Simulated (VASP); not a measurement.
# Pd (P-1) in VASP: further runs

The runs below take Pd through single point, with r2SCAN+D4.

Program: VASP 6.6.1. These are calculated values, not measurements. Logs are shortened: lines on timing, memory, paths and dates and some standing lists are left out, and cuts for length are marked.

### 1 The cell of the first run

The typed cell holds 2 atoms: a = 2.711 Å, b = 2.759 Å, c = 4.616 Å, α = 88.95°, β = 89.66°, γ = 118.48°.

### 2 Single point, r2SCAN+D4

POSCAR reads:

```
Pd
1.0
    2.7105073705      0.0224324874      0.0080764941
   -1.3358261728      2.4144125134      0.0252178296
    0.0134275459      0.0561660766      4.6160708037
Pd
2
Direct
    0.6556200000      0.3293400000      0.7507800000
    0.3445300000      0.6663400000      0.2523500000
```

INCAR.step1 reads:

```
PREC = Accurate
ENCUT = 520
ISMEAR = 1
SIGMA = 0.1
LREAL = F
LASPH = T
NELM = 60
NBANDS = 17
GGA = PE
ALGO = Normal
EDIFF = 1E-4
LWAVE = T
LCHARG = F
```

INCAR.step2 reads:

```
PREC = Accurate
ENCUT = 520
EDIFF = 1E-6
ISMEAR = 1
SIGMA = 0.1
LREAL = F
LASPH = T
NELM = 60
ALGO = Normal
ISIF = 2
LWAVE = F
LCHARG = F
METAGGA = R2SCAN
LMIXTAU = T
IVDW = 13
VDW_S6 = 1.0
VDW_S8 = 0.6018749
VDW_A1 = 0.51559235
VDW_A2 = 5.77342911
NBANDS = 17
ISTART = 1
```

KPOINTS reads:

```
Automatic mesh
0
Gamma
  8 8 4
```

Potentials or basis: VASP PAW PBE potentials, release 64 (Pd).

Run with:

```
$ cat potpaw_PBE.64/Pd/POTCAR > POTCAR
$ cp INCAR.step1 INCAR
$ mpirun -np 1 vasp_std > vasp.out
$ cp INCAR.step2 INCAR
$ mpirun -np 1 vasp_std > vasp.out
```

OUTCAR:

```text
PREC = Accurate
   ENCUT = 520
   EDIFF = 1E-6
   ISMEAR = 1
   LREAL = F
   LASPH = T
   NELM = 60
   ISIF = 2
   METAGGA = R2SCAN
   IVDW = 13
   ISTART = 1

 ion  position               nearest neighbor table
   1  0.656  0.329  0.751-   2 2.75   2 2.78   2 2.79   2 2.80   2 2.84   2 2.86
   2  0.345  0.666  0.252-   1 2.75   1 2.78   1 2.79   1 2.80   1 2.84   1 2.86

  LATTYP: Found a triclinic cell.
 ALAT       =     2.7980476167
 B/A-ratio  =     0.9687512865
 C/A-ratio  =     1.6498761465
 COS(alpha) =     0.0059885669
 COS(beta)  =     0.0239231752
 COS(gamma) =     0.4985240632

  Lattice vectors:

 A1 = (  -1.3746811977,  -2.4368450008,  -0.0332943237)
 A2 = (  -2.7105073705,  -0.0224324874,  -0.0080764941)
 A3 = (  -0.0134275459,  -0.0561660766,  -4.6160708037)

Analysis of symmetry for initial positions (statically):
=====================================================================
 Subroutine PRICEL returns:
 Original cell was already a primitive cell.

 Routine SETGRP: Setting up the symmetry group for a
 triclinic supercell.

 Subroutine GETGRP returns: Found  2 space group operations
 (whereof  1 operations were pure point group operations)
 out of a pool of  2 trial point group operations.

The static configuration has the point symmetry C_1 .
 The point group associated with its full space group is S_2 .

Analysis of symmetry for dynamics (positions and initial velocities):
=====================================================================
 Subroutine PRICEL returns:
 Original cell was already a primitive cell.

 Routine SETGRP: Setting up the symmetry group for a
 triclinic supercell.

 Subroutine GETGRP returns: Found  2 space group operations
 (whereof  1 operations were pure point group operations)
 out of a pool of  2 trial point group operations.

The dynamic configuration has the point symmetry C_1 .
 The point group associated with its full space group is S_2 .

 Subroutine INISYM returns: Found  2 space group operations
 (whereof  1 operations are pure point group operations),
 and found     1 'primitive' translations

----------------------------------------------------------------------------------------

                                     Primitive cell

  volume of cell :      30.3425

  direct lattice vectors                    reciprocal lattice vectors
[... 84 lines left out ...]
   LASPH  =      T    aspherical Exc in radial PAW
   ENCUT  =  520.0 eV  38.22 Ry    6.18 a.u.   5.04  5.13  8.58*2*pi/ulx,y,z
   NELM   =     60;   NELMIN=  2; NELMDL=  0     # of ELM steps
   EDIFF  = 0.1E-05   stopping-criterion for ELM
   LREAL  =      F    real-space projection
   EDIFFG = 0.1E-04   stopping-criterion for IOM
   NSW    =      0    number of steps for IOM
   IBRION =     -1    ionic relax: 0-MD 1-quasi-New 2-CG
   NFREE  =      0    steps in history (QN), initial steepest desc. (CG)
   ISIF   =      2    stress and relaxation
   ISYM   =      2    0-nonsym 1-usesym 2-fastsym
   POTIM  = 0.5000    time-step for ionic-motion
   TEBEG  =    0.0;   TEEND  =   0.0 temperature during run
   PSTRESS=    0.0 pullay stress
   NELECT =      20.0000    total number of electrons
   NUPDOWN=      -1.0000    fix difference up-down
   EMIN   =  10.00;   EMAX   =-10.00  energy-range for DOS
   EFERMI =   0.00;   METHOD = LEGACY
   ISMEAR =     1;   SIGMA  =   0.10  broadening in eV -4-tet -1-fermi 0-gaus
   EFERMI_NEDOS =   21; number of points for ismear=-14 and -15
   IALGO  =     38    algorithm
   IMIX   =      4    mixing-type and parameters
     AMIX     =   0.40;   BMIX     =  1.00
     AMIX_MAG =   1.60;   BMIX_MAG =  1.00
  volume/ion in A,a.u.               =      15.17       102.38
  Fermi-wavevector in a.u.,A,eV,Ry     =   1.424736  2.692361 27.618092  2.029873
  Thomas-Fermi vector in A             =   2.545195
   LORBIT       =      0    0 simple, 1 ext, 2 COOP (PROOUT), +10 PAW based schemes
   METAGGA = R2SCAN    functional components
   LHFCALC =     F    Hartree Fock is set to
   AEXX    =    0.0000 exact exchange contribution
   IVDW    =    13    specifies the selected vdW correction
   LEPSILON=     F    determine dielectric tensor
   LRPA    =     F    only Hartree local field effects (RPA)
 non-spin polarized calculation
 Methfessel and Paxton  Order N= 1 SIGMA  =   0.10
  energy-cutoff  :      520.00
  volume of cell :       30.34
 maximum number of plane-waves:       830
   NGX = 11   NGY = 11   NGZ = 17

 number of electron      20.0000001 magnetization

 Free energy of the ion-electron system (eV)
  ---------------------------------------------------
  ext. energy  EPLUGINS =         0.00000000
  ---------------------------------------------------
  free energy    TOTEN  =       -45.78749154 eV

  energy without entropy =      -45.78877105  energy(sigma->0) =      -45.78791804

 E-fermi :   9.1899     XC(G=0): -13.9071

 val. band max:        9.1814797800   @ k =   0.3750   0.5000   0.5000
 cond. band min:       9.1909780989   @ k =  -0.0000  -0.3750   0.2500
 fundamental gap:      0.0094983189
 Fermi energy:         9.1898781454

 k-point     1 :       0.0000    0.0000    0.0000
  band No.  band energies     occupation
      1       2.1897      2.00000
      2       3.9470      2.00000
      3       6.2090      2.00000
      4       6.2099      2.00000
      5       6.5711      2.00000
      6       6.6961      2.00000
[... 457 lines left out ...]
      4       6.0635      2.00000
      5       6.3382      2.00000
      6       6.4032      2.00000
[... 9 lines left out ...]
     16      22.8246      0.00000
     17      23.7302      0.00000

 [... further k-points ...]

------------------------ aborting loop because EDIFF is reached ----------------------------------------

  DFT-D4 for vdW energy calculation

  Edisp (eV):   -0.32961

  FORCE on cell =-STRESS in cart. coord.  units (eV):
  Direction    XX          YY          ZZ          XY          YZ          ZX
  --------------------------------------------------------------------------------------
  -------------------------------------------------------------------------------------
  Total      -0.25040    -0.85160    -0.32323    -0.21430    -0.09965     0.00824
  in kB     -13.22199   -44.96687   -17.06743   -11.31592    -5.26182     0.43490
  external pressure =      -25.09 kB  Pullay stress =        0.00 kB

 VOLUME and BASIS-vectors are now :
 -----------------------------------------------------------------------------
  energy-cutoff  :      520.00
  volume of cell :       30.34
      direct lattice vectors                 reciprocal lattice vectors
     2.710507370  0.022432487  0.008076494     0.367263186  0.203233322 -0.003541164
    -1.335826173  2.414412513  0.025217830    -0.003397753  0.412351851 -0.005007411
     0.013427546  0.056166077  4.616070804    -0.000624019 -0.002608286  0.216668010

 POSITION                                       TOTAL-FORCE (eV/Angst)
 -----------------------------------------------------------------------------------
      1.34720      0.85204      3.47925         0.079544     -0.059183      0.080472
      0.04713      1.63072      1.18445        -0.079544      0.059183     -0.080472
 -----------------------------------------------------------------------------------
    total drift:                               -0.000003     -0.000001     -0.000028

  FREE ENERGIE OF THE ION-ELECTRON SYSTEM (eV)
  ---------------------------------------------------
  free  energy   TOTEN  =       -46.1170969454 eV

  energy  without entropy=      -46.1183764535  energy(sigma->0) =      -46.11752345
```

OSZICAR.step1:

```text
N       E                     dE             d eps       ncg     rms          rms(c)
DAV:   1     0.107806776239E+03    0.10781E+03   -0.10543E+04  4488   0.116E+03
DAV:   2    -0.908240206407E+01   -0.11689E+03   -0.11042E+03  4687   0.254E+02
DAV:   3    -0.108448524138E+02   -0.17625E+01   -0.17471E+01  5460   0.347E+01
DAV:   4    -0.108557727380E+02   -0.10920E-01   -0.10919E-01  5287   0.259E+00
DAV:   5    -0.108559404823E+02   -0.16774E-03   -0.16774E-03  5373   0.347E-01    0.102E+01
DAV:   6    -0.103534712643E+02    0.50247E+00   -0.10872E+00  4776   0.109E+01    0.505E+00
DAV:   7    -0.103347698270E+02    0.18701E-01   -0.10844E-02  5289   0.884E-01    0.252E+00
DAV:   8    -0.103291747434E+02    0.55951E-02   -0.18801E-03  4910   0.316E-01    0.803E-02
DAV:   9    -0.103291540271E+02    0.20716E-04   -0.54533E-05  3319   0.758E-02
   1 F= -.10329154E+02 E0= -.10329548E+02  d E =0.118155E-02
```

Wall time 2 min (1 thread of Intel Xeon 6975P-C (Granite Rapids), shared host); peak memory 0.19 GiB.

What came out:

```
Free energy                : -46.1171 eV
Pressure                   : -2.5 GPa
Largest force              : 0.128 eV/Å
Band gap on the k mesh     : zero (band 10 reaches 9.44 eV, above the bottom of band 11 at 8.49 eV)
Dispersion energy per atom : -0.165 eV
```

Forces on the atoms (eV/Å):
```
Pd   0.080 -0.059  0.080
Pd  -0.080  0.059 -0.080
```

Stress tensor (GPa, compression positive):
```
-1.32 -1.13  0.04
-1.13 -4.50 -0.53
 0.04 -0.53 -1.71
```

Caveat: the PAW data sets were made with another functional, which shifts forces and pressure a little; pairwise dispersion overbinds metals, which lowers pressure and volume.

### 3 Single point, r2SCAN+D4

This run uses another cell than the first one, of 15.25 Å³/atom, 1.005 times its volume.

POSCAR reads:

```
Pd
1.0
    2.7150400000      0.0224700000      0.0080900000
   -1.3380600000      2.4184500000      0.0252600000
    0.0134500000      0.0562600000      4.6237900000
Pd
2
Direct
    0.6556200000      0.3293400000      0.7507800000
    0.3445300000      0.6663400000      0.2523500000
```

INCAR.step1 reads:

```
  PREC = Accurate
  ENCUT = 520
  ISMEAR = 1
  SIGMA = 0.1
  LREAL = False
  LASPH = True
  NELM = 100
  NBANDS = 17
  GGA = PE
  ALGO = Normal
  EDIFF = 1E-4
  LWAVE = True
  LCHARG = False
```

INCAR.step2 reads:

```
  PREC = Accurate
  ENCUT = 520
  EDIFF = 1E-6
  ISMEAR = 1
  SIGMA = 0.1
  LREAL = False
  LASPH = True
  NELM = 100
  ALGO = Normal
  ISIF = 2
  LWAVE = False
  LCHARG = False
  METAGGA = R2SCAN
  LMIXTAU = True
  IVDW = 13
  VDW_S6 = 1.0
  VDW_S8 = 0.6018749
  VDW_A1 = 0.51559235
  VDW_A2 = 5.77342911
  NBANDS = 17
  ISTART = 1
```

KPOINTS is that of step 2.

Potentials or basis: VASP PAW PBE potentials, release 64 (Pd).

Run with:

```
$ cat potpaw_PBE.64/Pd/POTCAR > POTCAR
$ cp INCAR.step1 INCAR
$ mpirun -np 1 vasp_std > vasp.out
$ cp INCAR.step2 INCAR
$ mpirun -np 1 vasp_std > vasp.out
```

Run time: 1.8 min. Hardware: 1 thread of Intel Xeon 6975P-C (Granite Rapids), shared host; peak memory 0.19 GiB.

Results (log left out):

- Free energy: -46.1144 eV
- Pressure: -3.4 GPa
- Largest force: 0.126 eV/Å
- Band gap on the k mesh: zero (band 10 reaches 9.36 eV, above the bottom of band 11 at 8.41 eV)
- Dispersion energy per atom: -0.164 eV

Forces on the atoms (eV/Å):
```
Pd   0.079 -0.058  0.079
Pd  -0.079  0.058 -0.079
```

Stress tensor (GPa, compression positive):
```
-2.23 -1.11  0.04
-1.11 -5.31 -0.51
 0.04 -0.51 -2.53
```

Levels at points of the mesh, in eV from the Fermi level:
| k point | band 8 | band 9 | band 10 | band 11 | band 12 | band 13 |
| --- | --- | --- | --- | --- | --- | --- |
| (0.00, 0.00, 0.00) | -1.73 | -1.55 | -0.39 | -0.18 | 1.12 | 7.03 |
| (0.50, 0.00, 0.00) | -0.01 | 0.01 | 0.15 | 2.66 | 4.92 | 9.62 |
| (0.00, 0.50, 0.00) | -0.06 | -0.01 | 0.13 | 2.65 | 4.51 | 9.57 |
| (0.50, 0.50, 0.00) | -0.09 | 0.04 | 0.25 | 3.06 | 4.85 | 10.39 |
| (0.00, 0.00, 0.50) | -2.52 | -0.85 | -0.77 | -0.70 | -0.59 | 14.29 |
| (0.50, 0.00, 0.50) | -0.56 | 0.09 | 0.13 | 2.98 | 3.15 | 8.19 |
| (0.00, 0.50, 0.50) | -0.40 | 0.04 | 0.08 | 2.56 | 2.85 | 7.95 |
| (0.50, 0.50, 0.50) | -0.33 | 0.16 | 0.17 | 2.96 | 3.03 | 8.78 |

Caveat: the PAW data sets were made with another functional, which shifts forces and pressure a little; pairwise dispersion overbinds metals, which lowers pressure and volume.

(Continued in part 2 of 2.)
